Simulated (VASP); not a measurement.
The system is MnO.

```xyz
2
Lattice="2.9106 -1.6819 0.0000 2.9106 1.6819 0.0000 -1.9441 0.0000 2.7529" Properties=species:S:1:pos:R:3 pbc="T T T"
Mn    1.9384    0.0000    1.3783
O     3.8801    0.0000    0.6864
```

This cell differs from its parent crystal: volume scaled by 0.94.

Base run:

```yaml
Program: VASP 6.6.1
Functional: PBE
Potentials_or_basis: VASP PAW PBE potentials, release 64 (Mn_pv, O)
Cutoff: 520 eV
k_mesh: 9 × 9 × 9
Occupations: fermi-dirac, width 0.05 eV
Spin: collinear spin, ferromagnetic start
Starting_moments: "[4.0, 0.0] μB"
```

Its results: pressure 3.4 GPa; net moment 4.98 μB per cell; site moments Mn +4.41; O +0.20 μB.

Question: The run is repeated on the same cell with these changes: functional from PBE to r2SCAN. What comes out?

Answer: Pressure 1.4 GPa; net moment 5.00 μB per cell; site moments Mn +4.49; O +0.19 μB.

Caveats: a cell with one magnetic atom can't hold antiferromagnetic order, which such compounds often take; the PAW data sets were made with another functional, which shifts forces and pressure a little (some runs).
